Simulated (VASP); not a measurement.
# Ru (P6_3/mmc) in VASP: a series of runs

The runs below take Ru through single point, relaxation of the atoms, with PBE.

Everything below comes from runs of VASP 6.6.1. Logs are shortened: lines on timing, memory, paths and dates and some standing lists are left out, and cuts for length are marked.

## 1. The cell of the first run

The structure is hexagonal, space group P6_3/mmc (No. 194). Conventional cell: a = 2.706 Å, b = 2.706 Å, c = 4.325 Å, α = 90.00°, β = 90.00°, γ = 120.00°. Ru (site symmetry -6m2) has 12 Ru at 2.67 to 2.71 Å within 3.5 Å.

## 2. Single point, PBE (z stretched by +1 %, then relaxed in part)

INCAR

```
SYSTEM = Ru
PREC = Accurate ; ENCUT = 520
EDIFF = 1E-7 ; ISMEAR = -1
SIGMA = 0.05 ; LREAL = .FALSE.
LASPH = .TRUE. ; NELM = 80
ALGO = Normal ; ISIF = 2
LWAVE = .FALSE. ; LCHARG = .TRUE.
GGA = PE ; LELF = .TRUE.
LVHAR = .TRUE. ; NBANDS = 21
```

KPOINTS

```
regular mesh
0
G
  20 20 11
  0 0 0
```

POSCAR

```
Ru
1.0
    2.7058000000      0.0000000000      0.0000000000
   -1.3529000000      2.3432915376      0.0000000000
    0.0000000000      0.0000000000      4.3247190000
Ru
2
Direct
    0.3333333333      0.6666666667      0.2500000000
    0.6666666667      0.3333333333      0.7500000000
```

Potentials or basis: VASP PAW PBE potentials, release 64 (Ru_pv).

Launch:

```
$ cat potpaw_PBE.64/Ru_pv/POTCAR > POTCAR
$ mpirun -np 1 vasp_std > vasp.out
```

OUTCAR:

```text
SYSTEM = Ru
   PREC = Accurate
   ENCUT = 520
   EDIFF = 1E-7
   ISMEAR = -1
   LREAL = .FALSE.
   LASPH = .TRUE.
   NELM = 80
   ISIF = 2
   GGA = PE

 ion  position               nearest neighbor table
   1  0.333  0.667  0.250-   2 2.67   2 2.67   2 2.67   2 2.67   2 2.67   2 2.67
   2  0.667  0.333  0.750-   1 2.67   1 2.67   1 2.67   1 2.67   1 2.67   1 2.67

  LATTYP: Found a hexagonal cell.
 ALAT       =     2.7058000000
 C/A-ratio  =     1.5983143617

  Lattice vectors:

 A1 = (   2.7058000000,   0.0000000000,   0.0000000000)
 A2 = (  -1.3529000000,   2.3432915376,   0.0000000000)
 A3 = (   0.0000000000,   0.0000000000,   4.3247190000)

Analysis of symmetry for initial positions (statically):
=====================================================================
 Subroutine PRICEL returns:
 Original cell was already a primitive cell.

 Routine SETGRP: Setting up the symmetry group for a
 hexagonal supercell.

 Subroutine GETGRP returns: Found 24 space group operations
 (whereof 12 operations were pure point group operations)
 out of a pool of 24 trial point group operations.

The static configuration has the point symmetry D_3d.
 The point group associated with its full space group is D_6h.

Analysis of symmetry for dynamics (positions and initial velocities):
=====================================================================
 Subroutine PRICEL returns:
 Original cell was already a primitive cell.

 Routine SETGRP: Setting up the symmetry group for a
 hexagonal supercell.

 Subroutine GETGRP returns: Found 24 space group operations
 (whereof 12 operations were pure point group operations)
 out of a pool of 24 trial point group operations.

The dynamic configuration has the point symmetry D_3d.
 The point group associated with its full space group is D_6h.

 Subroutine INISYM returns: Found 24 space group operations
 (whereof 12 operations are pure point group operations),
 and found     1 'primitive' translations

----------------------------------------------------------------------------------------

                                     Primitive cell

  volume of cell :      27.4208

  direct lattice vectors                    reciprocal lattice vectors
     2.705800000  0.000000000  0.000000000     0.369576465  0.213375072  0.000000000
    -1.352900000  2.343291538  0.000000000     0.000000000  0.426750144  0.000000000
     0.000000000  0.000000000  4.324719000     0.000000000  0.000000000  0.231228896

  length of vectors
     2.705800000  2.705800000  4.324719000     0.426750144  0.426750144  0.231228896

  position of ions in fractional coordinates (direct lattice)
     0.333333333  0.666666667  0.250000000
     0.666666667  0.333333333  0.750000000

  ion indices of the primitive-cell ions
   primitive index   ion index
                 1           1
                 2           2

----------------------------------------------------------------------------------------

 KPOINTS: regular mesh

Automatic generation of k-mesh.
 Grid dimensions read from file:
 generate k-points for:   20   20   11

 Generating k-lattice:

  Cartesian coordinates                     Fractional coordinates (reciprocal lattice)
     0.018478823  0.010668754  0.000000000     0.050000000  0.000000000  0.000000000
     0.000000000  0.021337507  0.000000000     0.000000000  0.050000000  0.000000000
     0.000000000  0.000000000  0.021020809     0.000000000  0.000000000  0.090909091

  Length of vectors
     0.021337507  0.021337507  0.021020809

  Shift w.r.t. Gamma in fractional coordinates (k-lattice)
     0.000000000  0.000000000  0.000000000

 Subroutine IBZKPT returns following result:
 ===========================================

 Found    264 irreducible k-points:

 Following reciprocal coordinates:
            Coordinates               Weight
  0.000000  0.000000  0.000000      1.000000
  0.050000  0.000000  0.000000      6.000000
  0.100000  0.000000  0.000000      6.000000
  0.150000  0.000000  0.000000      6.000000
  0.200000  0.000000  0.000000      6.000000
  0.250000  0.000000  0.000000      6.000000
[... 16 lines left out ...]
  0.200000  0.100000  0.000000     12.000000
  0.250000  0.100000  0.000000     12.000000
 [... further k-points ...]
   k-points           NKPTS =    264   k-points in BZ     NKDIM =    264   number of bands    NBANDS=     21
   number of dos      NEDOS =    301   number of ions     NIONS =      2
   total plane-waves  NPLWV =  12800
   dimension x,y,z NGX =    20 NGY =   20 NGZ =   32
   dimension x,y,z NGXF=    40 NGYF=   40 NGZF=   64
   ions per type =               2
   NGX,Y,Z   is equivalent  to a cutoff of  12.29, 12.29, 12.30 a.u.
   NGXF,Y,Z  is equivalent  to a cutoff of  24.58, 24.58, 24.60 a.u.
 SYSTEM =  Ru
   PREC   = accura    normal or accurate (medium, high low for compatibility)
   ISTART =      0    job   : 0-new  1-cont  2-samecut
   ICHARG =      2    charge: 1-file 2-atom 10-const
   ISPIN  =      1    spin polarized calculation?
   LNONCOLLINEAR =      F non collinear calculations
   LSORBIT =      F    spin-orbit coupling
   LASPH  =      T    aspherical Exc in radial PAW
   ENCUT  =  520.0 eV  38.22 Ry    6.18 a.u.   5.03  5.03  8.04*2*pi/ulx,y,z
   NELM   =     80;   NELMIN=  2; NELMDL= -5     # of ELM steps
   EDIFF  = 0.1E-06   stopping-criterion for ELM
   LREAL  =      F    real-space projection
   EDIFFG = 0.1E-05   stopping-criterion for IOM
   NSW    =      0    number of steps for IOM
   IBRION =     -1    ionic relax: 0-MD 1-quasi-New 2-CG
   NFREE  =      0    steps in history (QN), initial steepest desc. (CG)
   ISIF   =      2    stress and relaxation
   ISYM   =      2    0-nonsym 1-usesym 2-fastsym
   POTIM  = 0.5000    time-step for ionic-motion
   TEBEG  =    0.0;   TEEND  =   0.0 temperature during run
   PSTRESS=    0.0 pullay stress
   NELECT =      28.0000    total number of electrons
   NUPDOWN=      -1.0000    fix difference up-down
   EMIN   =  10.00;   EMAX   =-10.00  energy-range for DOS
   EFERMI =   0.00;   METHOD = LEGACY
   ISMEAR =    -1;   SIGMA  =   0.05  broadening in eV -4-tet -1-fermi 0-gaus
   EFERMI_NEDOS =   21; number of points for ismear=-14 and -15
   IALGO  =     38    algorithm
   IMIX   =      4    mixing-type and parameters
     AMIX     =   0.40;   BMIX     =  1.00
     AMIX_MAG =   1.60;   BMIX_MAG =  1.00
  volume/ion in A,a.u.               =      13.71        92.52
  Fermi-wavevector in a.u.,A,eV,Ry     =   1.648545  3.115299 36.976573  2.717701
  Thomas-Fermi vector in A             =   2.737816
   LORBIT       =      0    0 simple, 1 ext, 2 COOP (PROOUT), +10 PAW based schemes
   GGA     = PE    functional components
   LHFCALC =     F    Hartree Fock is set to
   AEXX    =    0.0000 exact exchange contribution
   IVDW    =     0    specifies the selected vdW correction
   LEPSILON=     F    determine dielectric tensor
   LRPA    =     F    only Hartree local field effects (RPA)
 non-spin polarized calculation
  energy-cutoff  :      520.00
  volume of cell :       27.42
 maximum number of plane-waves:       760
 NGX is ok and might be reduce to    20
   NGX =  9   NGY =  9   NGZ = 17

 number of electron      28.0000015 magnetization

 Free energy of the ion-electron system (eV)
  ---------------------------------------------------
  ext. energy  EPLUGINS =         0.00000000
  ---------------------------------------------------
  free energy    TOTEN  =       -18.46934681 eV

  energy without entropy =      -18.45487778  energy(sigma->0) =      -18.46211229

 E-fermi :  12.6803     XC(G=0): -14.0600

 val. band max:       12.6754974740   @ k =   0.5000   0.0000   0.1818
 cond. band min:      12.6822634108   @ k =   0.2500   0.2500   0.0000
 fundamental gap:      0.0067659368
 Fermi energy:        12.6803009196

 k-point     1 :       0.0000    0.0000    0.0000
  band No.  band energies     occupation
      1     -30.9340      2.00000
      2     -30.0372      2.00000
      3     -30.0372      2.00000
      4     -29.8807      2.00000
      5     -29.8807      2.00000
      6     -29.8508      2.00000
[... 13 lines left out ...]
     20      23.0898      0.00000
     21      23.0989      0.00000

 k-point     2 :       0.0500    0.0000    0.0000
  band No.  band energies     occupation
      1     -30.9257      2.00000
      2     -30.0555      2.00000
      3     -30.0433      2.00000
      4     -29.8998      2.00000
      5     -29.8834      2.00000
      6     -29.8544      2.00000
[... 13 lines left out ...]
     20      23.0898      0.00000
     21      23.0985      0.00000

 k-point     3 :       0.1000    0.0000    0.0000
  band No.  band energies     occupation
      1     -30.9013      2.00000
      2     -30.1085      2.00000
      3     -30.0607      2.00000
      4     -29.9547      2.00000
      5     -29.8911      2.00000
      6     -29.8653      2.00000
[... 13 lines left out ...]
     20      23.0898      0.00000
     21      23.0975      0.00000

 k-point     4 :       0.1500    0.0000    0.0000
  band No.  band energies     occupation
      1     -30.8621      2.00000
      2     -30.1911      2.00000
      3     -30.0871      2.00000
      4     -30.0390      2.00000
      5     -29.9037      2.00000
      6     -29.8834      2.00000
[... 13 lines left out ...]
     20      23.0898      0.00000
     21      23.0962      0.00000

 k-point     5 :       0.2000    0.0000    0.0000
  band No.  band energies     occupation
      1     -30.8099      2.00000
      2     -30.2953      2.00000
      3     -30.1431      2.00000
      4     -30.1197      2.00000
      5     -29.9202      2.00000
      6     -29.9089      2.00000
[... 13 lines left out ...]
     20      23.0897      0.00000
     21      23.0948      0.00000

 k-point     6 :       0.2500    0.0000    0.0000
  band No.  band energies     occupation
      1     -30.7476      2.00000
      2     -30.4106      2.00000
      3     -30.2560      2.00000
      4     -30.1549      2.00000
      5     -29.9415      2.00000
      6     -29.9392      2.00000
[... 13 lines left out ...]
     20      23.0897      0.00000
     21      23.0936      0.00000

 k-point     7 :       0.3000    0.0000    0.0000
  band No.  band energies     occupation
      1     -30.6787      2.00000
      2     -30.5258      2.00000
      3     -30.3663      2.00000
      4     -30.1893      2.00000
      5     -29.9806      2.00000
      6     -29.9587      2.00000
[... 13 lines left out ...]
     20      23.0896      0.00000
     21      23.0921      0.00000
[... 291 lines left out ...]
      1     -30.7724      2.00000
      2     -30.5959      2.00000
      3     -30.4720      2.00000
      4     -30.2728      2.00000
      5     -30.1204      2.00000
      6     -30.0151      2.00000
[... 13 lines left out ...]
     20      23.0890      0.00000
     21      23.6653      0.00000

 k-point    21 :       0.1000    0.1000    0.0000
  band No.  band energies     occupation
      1     -30.8392      2.00000
      2     -30.2204      2.00000
      3     -30.1504      2.00000
      4     -30.0423      2.00000
      5     -29.9231      2.00000
      6     -29.8943      2.00000
[... 13 lines left out ...]
     20      23.0898      0.00000
     21      23.0956      0.00000

 k-point    22 :       0.1500    0.1000    0.0000
  band No.  band energies     occupation
      1     -30.7883      2.00000
      2     -30.3076      2.00000
      3     -30.2341      2.00000
      4     -30.0909      2.00000
      5     -29.9479      2.00000
      6     -29.9199      2.00000
[... 13 lines left out ...]
     20      23.0897      0.00000
     21      23.0946      0.00000

 k-point    23 :       0.2000    0.1000    0.0000
  band No.  band energies     occupation
      1     -30.7273      2.00000
      2     -30.4114      2.00000
      3     -30.3206      2.00000
      4     -30.1433      2.00000
      5     -29.9733      2.00000
      6     -29.9526      2.00000
[... 13 lines left out ...]
     20      23.0897      0.00000
     21      23.0937      0.00000

 k-point    24 :       0.2500    0.1000    0.0000
  band No.  band energies     occupation
      1     -30.6596      2.00000
      2     -30.5191      2.00000
      3     -30.4032      2.00000
      4     -30.1946      2.00000
      5     -29.9977      2.00000
      6     -29.9919      2.00000
[... 13 lines left out ...]
     20      23.0895      0.00000
     21      23.0925      0.00000

 [... further k-points ...]

------------------------ aborting loop because EDIFF is reached ----------------------------------------

  FORCE on cell =-STRESS in cart. coord.  units (eV):
  Direction    XX          YY          ZZ          XY          YZ          ZX
  --------------------------------------------------------------------------------------
  -------------------------------------------------------------------------------------
  Total        0.5456738      0.5456738     -0.5265030      0.0000000      0.0000000      0.0000000
  in kB       31.8833351     31.8833351    -30.7632024      0.0000000      0.0000000      0.0000000
  external PRESSURE =      11.0011559 kB  Pullay stress =       0.0000000 kB

 VOLUME and BASIS-vectors are now :
 -----------------------------------------------------------------------------
  energy-cutoff  :      520.00
  volume of cell :       27.42
      direct lattice vectors                 reciprocal lattice vectors
     2.705800000  0.000000000  0.000000000     0.369576465  0.213375072  0.000000000
    -1.352900000  2.343291538  0.000000000     0.000000000  0.426750144  0.000000000
     0.000000000  0.000000000  4.324719000     0.000000000  0.000000000  0.231228896

 POSITION                                       TOTAL-FORCE (eV/Angst)
 -----------------------------------------------------------------------------------
     -0.00000      1.56219      1.08118         0.000000     -0.000000      0.000000
      1.35290      0.78110      3.24354        -0.000000      0.000000      0.000000
 -----------------------------------------------------------------------------------
    total drift:                                0.000000     -0.000000      0.000000

  FREE ENERGIE OF THE ION-ELECTRON SYSTEM (eV)
  ---------------------------------------------------
  free  energy   TOTEN  =       -18.4693468142 eV

  energy  without entropy=      -18.4548777753  energy(sigma->0) =      -18.46211229
```

Run time: 42 s. Hardware: 1 thread of Intel Xeon 6975P-C (Granite Rapids), shared host; peak memory 0.23 GiB.

Results:

* Free energy: -18.4693 eV
* Pressure: 1.1 GPa
* Band gap on the k mesh: zero (band 14 reaches 14.29 eV, above the bottom of band 15 at 11.13 eV)

Stress tensor (GPa, compression positive):
```
 3.19  0.00  0.00
 0.00  3.19  0.00
 0.00  0.00 -3.08
```

Levels at points of the mesh, in eV from the Fermi level:
```tsv
k point	band 12	band 13	band 14	band 15	band 16	band 17
(0.00, 0.00, 0.00)	-1.92	-1.92	-1.31	-1.31	1.15	1.15
(0.50, 0.00, 0.00)	-1.76	-1.57	1.44	1.82	1.83	4.02
```

Caveat: the cell differs from its parent crystal (z stretched by +1 %, then relaxed in part).

(Part 1 of 2 ends here.)
